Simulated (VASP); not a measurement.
# Pr (P6_3/mmc) in VASP: relaxation of cell and atoms with PBE

Aim: the relaxation of cell and atoms of Pr with PBE.

All numbers are computed with VASP 6.6.1; they aren't measurements. Logs are shortened: lines on timing, memory, paths and dates and some standing lists are left out, and cuts for length are marked.

### Step 1. The cell of the first run

It takes space group P6_3/mmc (No. 194, hexagonal). Conventional cell: a = 3.655 Å, b = 3.655 Å, c = 5.970 Å, α = 90.00°, β = 90.00°, γ = 120.00°. Within 4.8 Å of Pr (site symmetry -6m2) lie 12 Pr at 3.66 Å.

### Step 2. Relaxation of cell and atoms, PBE, collinear spin, ferromagnetic start

File INCAR:

```
SYSTEM = Pr
PREC = Accurate
ENCUT = 600
EDIFF = 1E-7
ISMEAR = 0
SIGMA = 0.05
LREAL = .False.
LASPH = .True.
NELM = 150
ALGO = Normal
ISIF = 3
LWAVE = .False.
LCHARG = .False.
ISPIN = 2
MAGMOM = 2 2
LORBIT = 11
LMAXMIX = 6
GGA = PE
IBRION = 2
NSW = 80
EDIFFG = -0.03
```

File KPOINTS:

```
regular mesh
0
Gamma
  6 6 4
  0 0 0
```

File POSCAR:

```
Pr
1.0
    3.6552103579      0.0000000000      0.0000000000
   -1.8276051790      3.1655050262      0.0000000000
    0.0000000000      0.0000000000      5.9701769180
Pr
2
Direct
    0.3333333333      0.6666666667      0.7500000000
    0.6666666667      0.3333333333      0.2500000000
```

Potentials or basis: VASP PAW PBE potentials, release 64 (Pr).

The run is started by

```
$ cat potpaw_PBE.64/Pr/POTCAR > POTCAR
$ mpirun -np 1 vasp_std > vasp.out
```

OUTCAR:

```text
SYSTEM = Pr
   PREC = Accurate
   ENCUT = 600
   EDIFF = 1E-7
   ISMEAR = 0
   LREAL = .False.
   LASPH = .True.
   NELM = 150
   ISIF = 3
   ISPIN = 2
   LORBIT = 11
   GGA = PE
   IBRION = 2
   NSW = 80
   EDIFFG = -0.03

 ion  position               nearest neighbor table
   1  0.333  0.667  0.750-
   2  0.667  0.333  0.250-

  LATTYP: Found a hexagonal cell.
 ALAT       =     3.6552103579
 C/A-ratio  =     1.6333333334

  Lattice vectors:

 A1 = (   3.6552103579,   0.0000000000,   0.0000000000)
 A2 = (  -1.8276051790,   3.1655050262,   0.0000000000)
 A3 = (   0.0000000000,   0.0000000000,   5.9701769180)

Analysis of symmetry for initial positions (statically):
=====================================================================
 Subroutine PRICEL returns:
 Original cell was already a primitive cell.

 Routine SETGRP: Setting up the symmetry group for a
 hexagonal supercell.

 Subroutine GETGRP returns: Found 24 space group operations
 (whereof 12 operations were pure point group operations)
 out of a pool of 24 trial point group operations.

The static configuration has the point symmetry D_3d.
 The point group associated with its full space group is D_6h.

Analysis of symmetry for dynamics (positions and initial velocities):
=====================================================================
 Subroutine PRICEL returns:
 Original cell was already a primitive cell.

 Routine SETGRP: Setting up the symmetry group for a
 hexagonal supercell.

 Subroutine GETGRP returns: Found 24 space group operations
 (whereof 12 operations were pure point group operations)
 out of a pool of 24 trial point group operations.

The dynamic configuration has the point symmetry D_3d.
 The point group associated with its full space group is D_6h.

Analysis of structural, dynamic, and magnetic symmetry:
=====================================================================
 Subroutine PRICEL returns:
 Original cell was already a primitive cell.

 Routine SETGRP: Setting up the symmetry group for a
 hexagonal supercell.

 Subroutine GETGRP returns: Found 24 space group operations
 (whereof 12 operations were pure point group operations)
 out of a pool of 24 trial point group operations.

The overall configuration has the point symmetry D_3d.
 The point group associated with its full space group is D_6h.

 Subroutine INISYM returns: Found 24 space group operations
 (whereof 12 operations are pure point group operations),
 and found     1 'primitive' translations

----------------------------------------------------------------------------------------

                                     Primitive cell

  volume of cell :      69.0785

  direct lattice vectors                    reciprocal lattice vectors
     3.655210358  0.000000000  0.000000000     0.273582066  0.157952679  0.000000000
    -1.827605179  3.165505026  0.000000000     0.000000000  0.315905358  0.000000000
     0.000000000  0.000000000  5.970176918     0.000000000  0.000000000  0.167499224

  length of vectors
     3.655210358  3.655210358  5.970176918     0.315905358  0.315905358  0.167499224

  position of ions in fractional coordinates (direct lattice)
     0.333333333  0.666666667  0.750000000
     0.666666667  0.333333333  0.250000000

  ion indices of the primitive-cell ions
   primitive index   ion index
                 1           1
                 2           2

----------------------------------------------------------------------------------------

 KPOINTS: regular mesh

Automatic generation of k-mesh.
 Grid dimensions read from file:
 generate k-points for:    6    6    4

 Generating k-lattice:

  Cartesian coordinates                     Fractional coordinates (reciprocal lattice)
     0.045597011  0.026325447  0.000000000     0.166666667 -0.000000000  0.000000000
     0.000000000  0.052650893  0.000000000     0.000000000  0.166666667  0.000000000
     0.000000000  0.000000000  0.041874806     0.000000000  0.000000000  0.250000000

  Length of vectors
     0.052650893  0.052650893  0.041874806

  Shift w.r.t. Gamma in fractional coordinates (k-lattice)
     0.000000000  0.000000000  0.000000000

 Subroutine IBZKPT returns following result:
 ===========================================

 Found     21 irreducible k-points:

 Following reciprocal coordinates:
            Coordinates               Weight
  0.000000  0.000000  0.000000      1.000000
  0.166667  0.000000  0.000000      6.000000
  0.333333  0.000000  0.000000      6.000000
  0.500000  0.000000  0.000000      3.000000
  0.166667  0.166667  0.000000      6.000000
  0.333333  0.166667  0.000000     12.000000
[... 13 lines left out ...]
  0.333333  0.166667  0.500000     12.000000
  0.333333  0.333333  0.500000      2.000000
   k-points           NKPTS =     21   k-points in BZ     NKDIM =     21   number of bands    NBANDS=     19
   number of dos      NEDOS =    301   number of ions     NIONS =      2
   total plane-waves  NPLWV =  43200
   dimension x,y,z NGX =    30 NGY =   30 NGZ =   48
   dimension x,y,z NGXF=    60 NGYF=   60 NGZF=   96
   ions per type =               2
   NGX,Y,Z   is equivalent  to a cutoff of  13.64, 13.64, 13.37 a.u.
   NGXF,Y,Z  is equivalent  to a cutoff of  27.29, 27.29, 26.73 a.u.
 SYSTEM =  Pr
   PREC   = accura    normal or accurate (medium, high low for compatibility)
   ISTART =      0    job   : 0-new  1-cont  2-samecut
   ICHARG =      2    charge: 1-file 2-atom 10-const
   ISPIN  =      2    spin polarized calculation?
   LNONCOLLINEAR =      F non collinear calculations
   LSORBIT =      F    spin-orbit coupling
   LASPH  =      T    aspherical Exc in radial PAW
   ENCUT  =  600.0 eV  44.10 Ry    6.64 a.u.   7.30  7.30 11.92*2*pi/ulx,y,z
   NELM   =    150;   NELMIN=  2; NELMDL= -5     # of ELM steps
   EDIFF  = 0.1E-06   stopping-criterion for ELM
   LREAL  =      F    real-space projection
   EDIFFG = -.3E-01   stopping-criterion for IOM
   NSW    =     80    number of steps for IOM
   IBRION =      2    ionic relax: 0-MD 1-quasi-New 2-CG
   NFREE  =      1    steps in history (QN), initial steepest desc. (CG)
   ISIF   =      3    stress and relaxation
   ISYM   =      2    0-nonsym 1-usesym 2-fastsym
   POTIM  = 0.5000    time-step for ionic-motion
   TEBEG  =    0.0;   TEEND  =   0.0 temperature during run
   PSTRESS=    0.0 pullay stress
   NELECT =      26.0000    total number of electrons
   NUPDOWN=      -1.0000    fix difference up-down
   EMIN   =  10.00;   EMAX   =-10.00  energy-range for DOS
   EFERMI =   0.00;   METHOD = LEGACY
   ISMEAR =     0;   SIGMA  =   0.05  broadening in eV -4-tet -1-fermi 0-gaus
   EFERMI_NEDOS =   21; number of points for ismear=-14 and -15
   IALGO  =     38    algorithm
   IMIX   =      4    mixing-type and parameters
     AMIX     =   0.40;   BMIX     =  1.00
     AMIX_MAG =   1.60;   BMIX_MAG =  1.00
  volume/ion in A,a.u.               =      34.54       233.08
  Fermi-wavevector in a.u.,A,eV,Ry     =   1.182003  2.233661 19.009109  1.397130
  Thomas-Fermi vector in A             =   2.318265
   LORBIT       =     11    0 simple, 1 ext, 2 COOP (PROOUT), +10 PAW based schemes
   GGA     = PE    functional components
   LHFCALC =     F    Hartree Fock is set to
   AEXX    =    0.0000 exact exchange contribution
   IVDW    =     0    specifies the selected vdW correction
   LEPSILON=     F    determine dielectric tensor
   LRPA    =     F    only Hartree local field effects (RPA)
 conjugate gradient relaxation of ions
 spin polarized calculation
 Gauss-broadening in eV      SIGMA  =   0.05
  energy-cutoff  :      600.00
  volume of cell :       69.08
 maximum number of plane-waves:      2340
 NGX is ok and might be reduce to    30
   NGX = 15   NGY = 15   NGZ = 23

--------------------------------------- Ionic step        1  -------------------------------------------

 number of electron      25.9999998 magnetization       5.8741530

 Free energy of the ion-electron system (eV)
  ---------------------------------------------------
  ext. energy  EPLUGINS =         0.00000000
  ---------------------------------------------------
  free energy    TOTEN  =       -10.65410148 eV

  energy without entropy =      -10.61799869  energy(sigma->0) =      -10.63605009

 E-fermi :   6.0700     XC(G=0):  -9.9203

 val. band max:        6.0687763840   @ k =   0.1667   0.0000   0.2500
 cond. band min:       6.0748395732   @ k =   0.3333   0.0000   0.5000
 fundamental gap:      0.0060631892
 Fermi energy:         6.0699927545

 spin component 1

 k-point     1 :       0.0000    0.0000    0.0000
  band No.  band energies     occupation
      1     -30.1022      1.00000
      2     -29.9370      1.00000
      3     -12.7432      1.00000
      4     -11.6117      1.00000
      5     -11.6117      1.00000
      6     -11.4606      1.00000
[... 901 lines left out ...]
      3     -11.5404      1.00000
      4     -11.5404      1.00000
      5     -11.2936      1.00000
      6     -11.2936      1.00000
[... 11 lines left out ...]
     18       7.5137      0.00000
     19       7.7587      0.00000

------------------------ aborting loop EDIFF was not reached (unconverged)  ----------------------------

  FORCE on cell =-STRESS in cart. coord.  units (eV):
  Direction    XX          YY          ZZ          XY          YZ          ZX
  --------------------------------------------------------------------------------------
  -------------------------------------------------------------------------------------
  Total       -1.0564666     -1.0564666     -0.9179379      0.0000000     -0.0000000      0.0000000
  in kB      -24.5032534    -24.5032534    -21.2902775      0.0000000     -0.0000000      0.0000000
  external PRESSURE =     -23.4322614 kB  Pullay stress =       0.0000000 kB

 VOLUME and BASIS-vectors are now :
 -----------------------------------------------------------------------------
  energy-cutoff  :      600.00
  volume of cell :       69.08
      direct lattice vectors                 reciprocal lattice vectors
     3.655210358  0.000000000  0.000000000     0.273582066  0.157952679  0.000000000
    -1.827605179  3.165505026  0.000000000     0.000000000  0.315905358  0.000000000
     0.000000000  0.000000000  5.970176918     0.000000000  0.000000000  0.167499224
[... 120 lines left out ...]
  energy  without entropy=      -10.8367338451  energy(sigma->0) =      -10.84969304

--------------------------------------- Ionic step        5  -------------------------------------------

 number of electron      26.0000004 magnetization       5.9019577

 Free energy of the ion-electron system (eV)
  ---------------------------------------------------
  ext. energy  EPLUGINS =         0.00000000
  ---------------------------------------------------
  free energy    TOTEN  =       -10.86365675 eV

  energy without entropy =      -10.83787252  energy(sigma->0) =      -10.85076463

 E-fermi :   6.6955     XC(G=0): -10.2676

 val. band max:        6.6953756196   @ k =   0.1667   0.0000   0.2500
 cond. band min:       6.6956527785   @ k =   0.1667   0.0000   0.0000
 fundamental gap:      0.0002771589
 Fermi energy:         6.6955453760

 spin component 1

 k-point     1 :       0.0000    0.0000    0.0000
  band No.  band energies     occupation
      1     -29.3327      1.00000
      2     -29.0913      1.00000
      3     -12.1947      1.00000
      4     -10.7491      1.00000
      5     -10.7491      1.00000
      6     -10.5304      1.00000
[... 945 lines left out ...]
  FREE ENERGIE OF THE ION-ELECTRON SYSTEM (eV)
  ---------------------------------------------------
  free  energy   TOTEN  =       -10.8636567527 eV

  energy  without entropy=      -10.8378725171  energy(sigma->0) =      -10.85076463

 reached required accuracy - stopping structural energy minimisation

 total charge

# of ion       s       p       d       f       tot
--------------------------------------------------
    1        1.999   5.261   0.642   2.166  10.068
    2        1.999   5.261   0.642   2.166  10.068
--------------------------------------------------
tot          3.997  10.522   1.284   4.332  20.135

 magnetization (x)

# of ion       s       p       d       f       tot
--------------------------------------------------
    1       -0.004  -0.020   0.214   2.112   2.303
    2       -0.004  -0.020   0.214   2.112   2.303
--------------------------------------------------
tot         -0.008  -0.039   0.429   4.224   4.605
```

Wall time 52 min (1 thread of Intel Xeon Platinum 8259CL at 2.50GHz (Skylake/Cascade Lake), shared host); peak memory 0.29 GiB.

What came out:

| Item | Value |
| --- | --- |
| Free energy | -10.8637 eV |
| Relaxed volume | 31.89 Å³/atom |
| Relaxed cell | a = 3.577 Å, b = 3.577 Å, c = 5.757 Å, α = 90.00°, β = 90.00°, γ = 120.00° |
| Space group after relaxing (to 0.05 Å) | P6_3/mmc (No. 194) |
| Energy gained by relaxing | 104.8 meV/atom |
| Ionic steps | 5 |
| Pressure after relaxing | 0.0 GPa |
| Net moment | 5.90 μB per cell |
| Site moments | Pr +2.30 μB |
| Valence electrons inside the program's atomic spheres | Pr 10.07 |

The path:
```tsv
step	energy change (eV)	largest force (eV/Å)	pressure (GPa)	volume (Å³)
1	0.0000	0.0000	-2.34	69.08
2	-0.2070	0.0000	-0.05	64.15
3	-0.2071	0.0000	-0.07	64.15
4	-0.2086	0.0000	-0.06	63.99
5	-0.2096	0.0000	0.00	63.78
```

Final structure:
```xyz
2
Lattice="3.5766 0.0000 0.0000 -1.7883 3.0974 0.0000 0.0000 0.0000 5.7573" Properties=species:S:1:pos:R:3 pbc="T T T"
Pr    0.0000    2.0649    4.3180
Pr    1.7883    1.0325    1.4393
```

Caveat: the magnetic or orbital state may not be the lowest; spin-orbit coupling is left out, which moves the levels of the heavy elements. The state reached can hang on the start; a lower one may exist.
